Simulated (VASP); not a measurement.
C: relaxation of cell and atoms with PBEsol

Crystal: C.

```
CELL_PARAMETERS angstrom
2.12732 -1.22828 0.00000
2.12732 1.22828 0.00000
-1.37907 0.00000 3.50283
ATOMIC_POSITIONS crystal
C 0.16664 0.16664 0.99991
C 0.83336 0.83336 0.00009
```

```
Program                : VASP 6.6.1
Task                   : relaxation of cell and atoms
Functional             : PBEsol
Potentials or basis    : VASP PAW PBE potentials, release 64 (C)
Cutoff                 : 600 eV
k mesh                 : 13 × 13 × 8
Occupations            : fermi-dirac, width 0.05 eV
Spin                   : no spin polarisation
Target pressure        : 2 GPa
Dipole correction      : no
Further INCAR settings : ALGO = Normal; EDIFF = 1e-06; IBRION = 2; EDIFFG = -0.01; NSW = 60; ISIF = 3
```

| Quantity | Value |
| --- | --- |
| Relaxed volume | 8.57 Å³/atom |
| Relaxed cell | a = 2.456 Å, b = 2.456 Å, c = 3.564 Å, α = 109.70°, β = 109.70°, γ = 60.00° |
| Space group after relaxing (to 0.1 Å) | R-3m (No. 166) |
| Energy change on relaxing (the run minimises the enthalpy) | +3.5 meV/atom |
| Ionic steps | 19 |
| Pressure after relaxing | 2.0 GPa |
| Largest force after relaxing | 0.005 eV/Å |

Forces on the atoms (eV/Å):
```
C   -0.003  0.000 -0.004
C    0.003  0.000  0.004
```

Stress tensor (GPa, compression positive):
```
 1.94  0.00 -0.05
 0.00  1.97  0.00
-0.05  0.00  1.95
```

The path:
```
step  energy change (eV)  largest force (eV/Å)  pressure (GPa)  volume (Å³)
   1              0.0000                0.0046            1.16        18.31
   2              0.0007                0.0079            2.08        18.18
   3              0.0019                0.0205            3.09        18.04
   4              0.0057                0.0462            5.18        17.77
   5              0.0028                0.0279            3.70        17.96
   6              0.0028                0.0272            3.68        17.95
   7              0.0029                0.0253            3.67        17.90
   8              0.0030                0.0236            3.49        17.81
   9              0.0036                0.0284            3.31        17.63
  10              0.0060                0.0548            2.92        17.27
  11              0.0179                0.1205            2.34        16.54
  12              0.0075                0.0670            2.76        17.12
  13              0.0082                0.0715            2.80        17.07
  14              0.0078                0.0691            2.70        17.09
  15              0.0071                0.0498            2.05        17.14
  16              0.0071                0.0497            2.06        17.14
  17              0.0069                0.0138            1.87        17.15
  18              0.0069                0.0129            1.89        17.15
  19              0.0070                0.0051            1.95        17.14
```

Final structure:
```
CELL_PARAMETERS angstrom
2.12664 -1.22776 -0.00268
2.12664 1.22776 -0.00268
-1.38302 0.00000 3.28477
ATOMIC_POSITIONS crystal
C 0.16663 0.16663 0.99988
C 0.83337 0.83337 0.00012
```

Run time: 12 min on 1 thread of Intel Xeon 8259CL (shared host), peak memory 0.17 GiB.

Caveat: the cell is relaxed towards a set pressure, so the run minimises the enthalpy, not the energy; this functional lacks dispersion, which binds layers or chains, so the pressure and a relaxed spacing across them are unreliable; the PAW data sets were made with another functional, which shifts forces and pressure a little.
